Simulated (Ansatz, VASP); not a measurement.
**One calculation of FeSi, two programs**

```
Fe Si
1.0
     4.35725    0.00000    0.00000
     0.00000    4.35725    0.00000
     0.00000    0.00000    4.35725
Fe Si
4 4
Direct
  0.13600 0.13600 0.13600
  0.36400 0.86400 0.63600
  0.63600 0.36400 0.86400
  0.86400 0.63600 0.36400
  0.84073 0.84073 0.84073
  0.65927 0.15927 0.34073
  0.34073 0.65927 0.15927
  0.15927 0.34073 0.65927
```

Alike in both runs: task single point; functional PBE; k mesh 6 × 6 × 6; no spin polarisation.

```csv
,VASP,Ansatz
version,VASP 6.6.1,Ansatz 0.2.0
potentials or method,"VASP PAW PBE potentials, release 64 (Fe, Si)","plane waves, PAW"
plane-wave cutoff (eV),520,420
occupations,"gaussian, width 0.01 eV",fixed
valence electrons in the cell,48,80
```

Ansatz gave:

* gap on the k mesh at the Fermi level (eV): 0.20
* pressure (GPa): 16.4
* rms of the force components (eV/Å): 0.122

Which values does VASP return?

gap on the k mesh at the Fermi level (eV): 0.19; pressure (GPa): 16.7; rms of the force components (eV/Å): 0.138.

Atom by atom the forces differ by 0.016 eV/Å (rms over components). VASP's potentials hold 48 valence electrons a cell and Ansatz's 80, so a difference there can come from the potentials and not from the codes.
